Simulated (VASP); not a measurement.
## AlN: relaxation of cell and atoms with PBEsol

AlN:

```xyz
4
Lattice="3.1215 0.0000 0.0000 -1.5608 2.7033 0.0000 0.0000 0.0000 5.0397" Properties=species:S:1:pos:R:3 pbc="T T T"
Al    1.5608    0.9011    2.5223
Al    0.0000    1.8022    0.0024
N     1.5608    0.9011    4.4326
N     0.0000    1.8022    1.9127
```

```
Program                : VASP 6.6.1
Task                   : relaxation of cell and atoms
Functional             : PBEsol
Potentials or basis    : VASP PAW PBE potentials, release 64 (Al, N)
Cutoff                 : 600 eV
k mesh                 : 9 × 9 × 6
Occupations            : gaussian, width 0.02 eV
Spin                   : no spin polarisation
Dipole correction      : no
Further INCAR settings : ALGO = Normal; EDIFF = 1e-07; IBRION = 2; EDIFFG = -0.002; NSW = 100; ISIF = 3
```

The relaxed volume is 10.45 Å³/atom and the relaxed cell is a = 3.113 Å, b = 3.113 Å, c = 4.982 Å, α = 90.00°, β = 90.00°, γ = 120.00°. The space group after relaxing (to 0.1 Å) is P6_3mc (No. 186). The energy gained by relaxing is 2.4 meV/atom. The ionic steps are 8 and the pressure after relaxing is 0.0 GPa. The band gap on the k mesh is 4.12 eV.

Step by step:
| step | energy change (eV) | largest force (eV/Å) | pressure (GPa) | volume (Å³) |
| --- | --- | --- | --- | --- |
| 1 | 0.0000 | 0.0782 | -3.21 | 42.53 |
| 2 | -0.0034 | 0.0434 | 2.99 | 41.23 |
| 3 | -0.0082 | 0.0581 | 0.21 | 41.79 |
| 4 | -0.0092 | 0.0289 | 0.09 | 41.80 |
| 5 | -0.0094 | 0.0041 | -0.02 | 41.81 |
| 6 | -0.0094 | 0.0030 | -0.02 | 41.82 |
| 7 | -0.0094 | 0.0048 | 0.02 | 41.81 |
| 8 | -0.0094 | 0.0006 | 0.00 | 41.81 |

Final structure:
```xyz
4
Lattice="3.1131 0.0000 0.0000 -1.5565 2.6960 0.0000 0.0000 0.0000 4.9817" Properties=species:S:1:pos:R:3 pbc="T T T"
Al    1.5565    0.8987    2.4858
Al    0.0000    1.7973    4.9766
N     1.5565    0.8987    4.3890
N     0.0000    1.7973    1.8981
```

Levels at points of the mesh, in eV from the valence-band top:
| k point | band 5 | band 6 | band 7 | band 8 | band 9 | band 10 | band 11 | band 12 |
| --- | --- | --- | --- | --- | --- | --- | --- | --- |
| (0.00, 0.00, 0.00) | -0.88 | -0.23 | -0.23 | 0.00 | 4.12 | 6.55 | 10.50 | 11.02 |
| (0.00, 0.00, 0.50) | -0.56 | -0.56 | -0.56 | -0.56 | 6.37 | 6.37 | 10.20 | 10.20 |

Wall time 2.6 min on 1 thread of Intel Xeon 8259CL, on a shared host, peak memory 0.19 GiB.

Caveat: the PAW data sets were made with another functional, which shifts forces and pressure a little. A k mesh can miss the band edges.
